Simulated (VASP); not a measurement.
# Ge (I4_1/amd) in VASP: notebook, part 2 of 2

VASP 6.6.1. Earlier steps stand in the parts before.

## 3. Single point, PBEsol

This run uses another cell than the first one, of 18.35 Å³/atom.

Input file INCAR:

```
SYSTEM = Ge
ALGO = Normal
EDIFF = 1E-6
ENCUT = 520
GGA = PS
ISIF = 2
ISMEAR = 0
LASPH = .True.
LCHARG = .True.
LELF = .True.
LREAL = .False.
LVHAR = .True.
LWAVE = .False.
NBANDS = 21
NELM = 100
PREC = Accurate
SIGMA = 0.1
```

Input file KPOINTS:

```
Automatic mesh
0
Gamma
  12 12 12
  0.5 0.5 0.5
```

Input file POSCAR:

```
Ge
1.0
   -2.5598307778      2.5598307778      1.4004584855
    2.5598307778     -2.5598307778      1.4004584855
    2.5598307778      2.5598307778     -1.4004584855
Ge
2
Direct
    0.2500000000      0.7500000000      0.5000000000
    0.5000000000      0.5000000000      0.0000000000
```

Potentials or basis: VASP PAW PBE potentials, release 64 (Ge_d).

On the command line:

```console
$ cat potpaw_PBE.64/Ge_d/POTCAR > POTCAR
$ mpirun -np 1 vasp_std > vasp.out
```

Run time: 1.7 min. Hardware: 1 thread of Intel Xeon Platinum 8375C at 2.90GHz (Ice Lake), shared host; peak memory 0.23 GiB.

It converged, with:

```
Free energy            : -9.5397 eV
Pressure               : -0.1 GPa
Band gap on the k mesh : zero (bands 14 and 15 overlap by 4.95 eV)
```

Levels at points of the mesh, in eV from the Fermi level:
```csv
k point,band 10,band 11,band 12,band 13,band 14,band 15,band 16,band 17,band 18,band 19
"(0.04, 0.04, 0.04)",-24.41,-13.24,-4.63,-2.18,-1.70,3.74,6.25,6.75,7.24,7.50
```

Caveat: the PAW data sets were made with another functional, which shifts forces and pressure a little.

## 4. Single point, BLYP+D3(BJ)

This run uses another cell than the first one, of 19.16 Å³/atom.

Input file INCAR:

```
PREC     = Accurate       # precision mode
ENCUT    = 520            # plane-wave cutoff, eV
EDIFF    = 1E-6           # SCF threshold, eV
ISMEAR   = 0              # smearing method
SIGMA    = 0.1            # smearing width, eV
LREAL    = False          # projectors in reciprocal space
LASPH    = True           # aspherical terms in the spheres
NELM     = 80             # most SCF steps
ALGO     = Normal         # electronic algorithm
ISIF     = 2              # what is computed and relaxed
LWAVE    = False          # write WAVECAR
LCHARG   = False          # write CHGCAR
GGA      = B5             # functional
ALDAX    = 1.0          
AGGAX    = 1.0          
AGGAC    = 1.0          
ALDAC    = 0.0          
IVDW     = 12             # dispersion correction
VDW_S6   = 1.0          
VDW_S8   = 2.6996       
VDW_A1   = 0.4298       
VDW_A2   = 4.2359       
NBANDS   = 21             # bands
```

KPOINTS is that of step 3.

Input file POSCAR:

```
Ge
1.0
   -2.5917548019      2.5917548019      1.4265365113
    2.5917548019     -2.5917548019      1.4265365113
    2.5917548019      2.5917548019     -1.4265365113
Ge
2
Direct
    0.2500000000      0.7500000000      0.5000000000
    0.5000000000      0.5000000000      0.0000000000
```

On the command line:

```console
$ cat potpaw_PBE.64/Ge_d/POTCAR > POTCAR
$ mpirun -np 1 vasp_std > vasp.out
```

It took 1.9 min on 1 thread of Intel Xeon Platinum 8375C at 2.90GHz (Ice Lake), shared host; peak memory 0.25 GiB.

Results (log left out):

| Quantity | Value |
| --- | --- |
| Free energy | -8.4432 eV |
| Pressure | 0.0 GPa |
| Band gap on the k mesh | zero (bands 14 and 15 overlap by 4.60 eV) |
| Dispersion energy per atom | -0.801 eV |

Levels at points of the mesh, in eV from the Fermi level:
| k point | band 10 | band 11 | band 12 | band 13 | band 14 | band 15 | band 16 | band 17 | band 18 | band 19 |
| --- | --- | --- | --- | --- | --- | --- | --- | --- | --- | --- |
| (0.04, 0.04, 0.04) | -24.45 | -12.83 | -4.74 | -2.00 | -1.63 | 4.32 | 5.87 | 6.30 | 6.94 | 7.16 |

Caveat: the PAW data sets were made with another functional, which shifts forces and pressure a little.

## 5. Relaxation of cell and atoms, PBEsol+D3(BJ)

This run uses another cell than the first one, of 18.52 Å³/atom.

Input file INCAR:

```
SYSTEM = Ge
PREC     = Accurate       ! precision mode
ENCUT    = 600            ! plane-wave cutoff, eV
EDIFF    = 1E-6           ! SCF threshold, eV
ISMEAR   = 0              ! smearing method
SIGMA    = 0.1            ! smearing width, eV
LREAL    = .FALSE.        ! projectors in reciprocal space
LASPH    = .TRUE.         ! aspherical terms in the spheres
NELM     = 60             ! most SCF steps
ALGO     = Normal         ! electronic algorithm
ISIF     = 3              ! what is computed and relaxed
LWAVE    = .FALSE.        ! write WAVECAR
LCHARG   = .FALSE.        ! write CHGCAR
GGA      = PS             ! functional
IVDW     = 12             ! dispersion correction
IBRION   = 2              ! ionic algorithm
NSW      = 80             ! ionic steps
EDIFFG   = -0.01          ! ionic threshold
```

KPOINTS is that of step 4.

Input file POSCAR:

```
Ge
1.0
   -2.5744900000      2.5744900000      1.3974130000
    2.5744900000     -2.5744900000      1.3974130000
    2.5744900000      2.5744900000     -1.3974130000
Ge
2
Direct
    0.2500000000      0.7500000000      0.5000000000
    0.5000000000      0.5000000000      0.0000000000
```

On the command line:

```console
$ cat potpaw_PBE.64/Ge_d/POTCAR > POTCAR
$ mpirun -np 1 vasp_std > vasp.out
```

It took 4.8 min on 1 thread of Intel Xeon Platinum 8375C at 2.90GHz (Ice Lake), shared host; peak memory 0.27 GiB.

Results (log left out):

* Free energy: -10.2243 eV
* Relaxed volume: 17.69 Å³/atom
* Relaxed cell: a = 3.836 Å, b = 3.836 Å, c = 3.836 Å, α = 97.45°, β = 97.45°, γ = 137.80°
* Space group after relaxing (to 0.1 Å): I4_1/amd (No. 141)
* Energy gained by relaxing: 10.3 meV/atom
* Ionic steps: 6
* Pressure after relaxing: 0.0 GPa
* Band gap on the k mesh: zero (bands 14 and 15 overlap by 5.14 eV)
* Dispersion energy per atom: -0.349 eV

Stress tensor (GPa, compression positive):
```
-0.02  0.00  0.00
 0.00 -0.02  0.00
 0.00  0.00  0.08
```

Step by step:
```tsv
step	energy change (eV)	largest force (eV/Å)	pressure (GPa)	volume (Å³)
1	0.0000	0.0000	-3.76	37.05
2	-0.0179	0.0000	1.21	34.77
3	-0.0206	0.0000	0.18	35.34
4	-0.0205	0.0000	-0.22	35.40
5	-0.0206	0.0000	0.00	35.37
6	-0.0206	0.0000	0.01	35.38
```

Final structure:
```yaml
crystal:
  lattice:
    - [-2.53065, 2.53065, 1.38102]
    - [2.53065, -2.53065, 1.38102]
    - [2.53065, 2.53065, -1.38102]
  atoms:
    - { symbol: Ge, position: [0.25000, 0.75000, 0.50000] }
    - { symbol: Ge, position: [0.50000, 0.50000, 0.00000] }
```

Levels at points of the mesh, in eV from the Fermi level:
```csv
k point,band 10,band 11,band 12,band 13,band 14,band 15,band 16,band 17,band 18
"(0.04, 0.04, 0.04)",-24.43,-13.57,-4.63,-2.30,-1.74,3.65,6.47,7.01,7.44
```

Caveat: the PAW data sets were made with another functional, which shifts forces and pressure a little.

## 6. Relaxation of cell and atoms, PBEsol

This run uses another cell than the first one, of 18.52 Å³/atom.

Input file INCAR:

```
SYSTEM = Ge
ALGO = Normal ; EDIFF = 1E-7
EDIFFG = -0.01 ; ENCUT = 600
GGA = PS ; IBRION = 2
ISIF = 3 ; ISMEAR = 0
LASPH = .True. ; LCHARG = .False.
LREAL = .False. ; LWAVE = .False.
NELM = 80 ; NSW = 80
PREC = Accurate ; SIGMA = 0.1
```

KPOINTS is that of step 5.

POSCAR is that of step 5.

Potentials or basis: VASP PAW PBE potentials, release 64 (Ge_d).

On the command line:

```console
$ cat potpaw_PBE.64/Ge_d/POTCAR > POTCAR
$ mpirun -np 1 vasp_std > vasp.out
```

OUTCAR:

```text
SYSTEM = Ge
   EDIFF = 1E-7
   EDIFFG = -0.01
   ENCUT = 600
   GGA = PS
   IBRION = 2
   ISIF = 3
   ISMEAR = 0
   LASPH = .True.
   LREAL = .False.
   NELM = 80
   NSW = 80
   PREC = Accurate

 ion  position               nearest neighbor table
   1  0.250  0.750  0.500-   2 2.67   2 2.67   2 2.67   2 2.67
   2  0.500  0.500  0.000-   1 2.67   1 2.67   1 2.67   1 2.67

  LATTYP: Found a body centered tetragonal cell.
 ALAT       =     5.1489800000
 C/A-ratio  =     0.5427921647

  Lattice vectors:

 A1 = (  -2.5744900000,   2.5744900000,   1.3974130000)
 A2 = (   2.5744900000,  -2.5744900000,   1.3974130000)
 A3 = (   2.5744900000,   2.5744900000,  -1.3974130000)

Analysis of symmetry for initial positions (statically):
[... 322 lines left out ...]
 Free energy of the ion-electron system (eV)
  ---------------------------------------------------
  ext. energy  EPLUGINS =         0.00000000
  ---------------------------------------------------
  free energy    TOTEN  =        -9.53988262 eV

  energy without entropy =       -9.53639364  energy(sigma->0) =       -9.53813813

 E-fermi :   6.8048     XC(G=0): -11.5132

 val. band max:        6.8025467833   @ k =   0.4583   0.3750   0.0417
 cond. band min:       6.8849740172   @ k =   0.4583   0.2917   0.0417
 fundamental gap:      0.0824272339
 Fermi energy:         6.8048187048

 k-point     1 :       0.0417    0.0417    0.0417
  band No.  band energies     occupation
      1     -17.9219      2.00000
      2     -17.8681      2.00000
      3     -17.8431      2.00000
      4     -17.8340      2.00000
      5     -17.7475      2.00000
      6     -17.7444      2.00000
[... 481 lines left out ...]
      5     -17.7744      2.00000
      6     -17.7382      2.00000
[... 10 lines left out ...]
     17      11.2393      0.00000
     18      12.5164      0.00000

 [... further k-points ...]
[... 5 lines left out ...]
  --------------------------------------------------------------------------------------
  -------------------------------------------------------------------------------------
  Total        0.0101114      0.0101114      0.0075521      0.0000000      0.0000000      0.0000000
  in kB        0.4410756      0.4410756      0.3294341      0.0000000      0.0000000      0.0000000
  external PRESSURE =       0.4038618 kB  Pullay stress =       0.0000000 kB
[... 17 lines left out ...]
  FREE ENERGIE OF THE ION-ELECTRON SYSTEM (eV)
  ---------------------------------------------------
  free  energy   TOTEN  =        -9.5398826245 eV

  energy  without entropy=       -9.5363936372  energy(sigma->0) =       -9.53813813

 reached required accuracy - stopping structural energy minimisation
```

Wall time 4.7 min (1 thread of Intel Xeon Platinum 8375C at 2.90GHz (Ice Lake), shared host); peak memory 0.26 GiB.

Results:

* Free energy: -9.5399 eV
* Relaxed volume: 18.36 Å³/atom
* Relaxed cell: a = 3.882 Å, b = 3.882 Å, c = 3.882 Å, α = 97.48°, β = 97.48°, γ = 137.69°
* Space group after relaxing (to 0.1 Å): I4_1/amd (No. 141)
* Energy gained by relaxing: 0.7 meV/atom
* Ionic steps: 5
* Pressure after relaxing: 0.0 GPa
* Band gap on the k mesh: zero (bands 14 and 15 overlap by 4.95 eV)

The path:
```
step  energy change (eV)  largest force (eV/Å)  pressure (GPa)  volume (Å³)
   1              0.0000                0.0000           -0.68        37.05
   2             -0.0011                0.0000            0.23        36.63
   3             -0.0012                0.0000            0.14        36.67
   4             -0.0013                0.0000            0.04        36.72
   5             -0.0013                0.0000            0.04        36.73
```

Final structure:
```cif
data_structure
_symmetry_space_group_name_H-M 'P 1'
_symmetry_Int_Tables_number 1
_cell_length_a 3.8821
_cell_length_b 3.8821
_cell_length_c 3.8821
_cell_angle_alpha 97.484
_cell_angle_beta 97.484
_cell_angle_gamma 137.688
_cell_volume 36.73
loop_
_atom_site_label
_atom_site_type_symbol
_atom_site_fract_x
_atom_site_fract_y
_atom_site_fract_z
_atom_site_occupancy
Ge1 Ge 0.25000 0.75000 0.50000 1
Ge2 Ge 0.50000 0.50000 0.00000 1
```

Levels at points of the mesh, in eV from the Fermi level:
| k point | band 10 | band 11 | band 12 | band 13 | band 14 | band 15 | band 16 | band 17 | band 18 |
| --- | --- | --- | --- | --- | --- | --- | --- | --- | --- |
| (0.04, 0.04, 0.04) | -24.41 | -13.23 | -4.62 | -2.18 | -1.69 | 3.74 | 6.25 | 6.74 | 7.24 |

Caveat: the PAW data sets were made with another functional, which shifts forces and pressure a little.

## 7. The runs side by side

| task | level | cell | cutoff (eV) | gap on the mesh (eV) | pressure (GPa) | relaxed volume (Å³/atom) |
| --- | --- | --- | --- | --- | --- | --- |
| single point | PBEsol+D3(BJ) | a = 3.835 Å, angles 97.4, 97.4, 137.8°, 2 atoms | 520 | none | 0.0 | - |
| single point | PBEsol | a = 3.882 Å, angles 97.5, 97.5, 137.7°, 2 atoms | 520 | none | -0.1 | - |
| single point | BLYP+D3(BJ) | a = 3.933 Å, angles 97.6, 97.6, 137.5°, 2 atoms | 520 | none | 0.0 | - |
| relaxation of cell and atoms | PBEsol+D3(BJ) | relaxed from a = 3.900 Å, angles 97.4, 97.4, 138.0°, 2 atoms | 600 | none | 0.0 | 17.69 |
| relaxation of cell and atoms | PBEsol | relaxed from a = 3.900 Å, angles 97.4, 97.4, 138.0°, 2 atoms | 600 | none | 0.0 | 18.36 |

Alike in all rows: potentials or basis VASP PAW PBE potentials, release 64 (Ge_d); no spin polarisation; k mesh 12 × 12 × 12, shifted; smearing gaussian 0.1 eV.

Caveats: the PAW data sets were made with another functional, which shifts forces and pressure a little.

Absolute energies hang on the potentials; compare differences alone.
